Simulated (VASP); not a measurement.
HfO2, 3 atoms in the cell. Symmetry: I4/mmm, No. 139, tetragonal system. The conventional cell has a = 3.617 Å, b = 3.617 Å, c = 5.690 Å, α = 90.00°, β = 90.00°, γ = 90.00°. Within 3.0 Å of Hf (site symmetry 4/mmm) lie 8 O at 2.30 Å. Within 3.0 Å of O (site symmetry -4m2) lie 4 Hf at 2.30 Å and 6 O at 2.56 to 2.85 Å.  This cell differs from its parent crystal: strain +0.1125 x Voigt [0, 1, 0, 0, 0, 0].

| Property | Result |
| --- | --- |
| Program | VASP 6.6.1 |
| Task | single point |
| Functional | LDA |
| Potentials or basis | VASP PAW LDA potentials, release 64 (Hf_pv, O) |
| Cutoff | 520 eV |
| k mesh | 8 × 8 × 8 |
| Occupations | gaussian, width 0.05 eV |
| Spin | no spin polarisation |
| Dipole correction | no |
| Further INCAR settings | ALGO = Normal; EDIFF = 1e-07; NBANDS = 18 |

Potentials or basis: VASP PAW LDA potentials, release 64 (Hf_pv, O).

The run is started by

```sh
$ cat potpaw_LDA.64/Hf_pv/POTCAR potpaw_LDA.64/O/POTCAR > POTCAR
$ mpirun -np 1 vasp_std > vasp.out
```

Hardware: 1 thread of Intel(R) Xeon(R) Platinum 8488C (Sapphire Rapids) (shared host).

Question: How long does it take, and how much memory?

Answer: Wall time 30 s on 1 thread of Intel(R) Xeon(R) Platinum 8488C (Sapphire Rapids) (shared host), peak memory 0.16 GiB. Counts: scf iterations 14, k points 59.
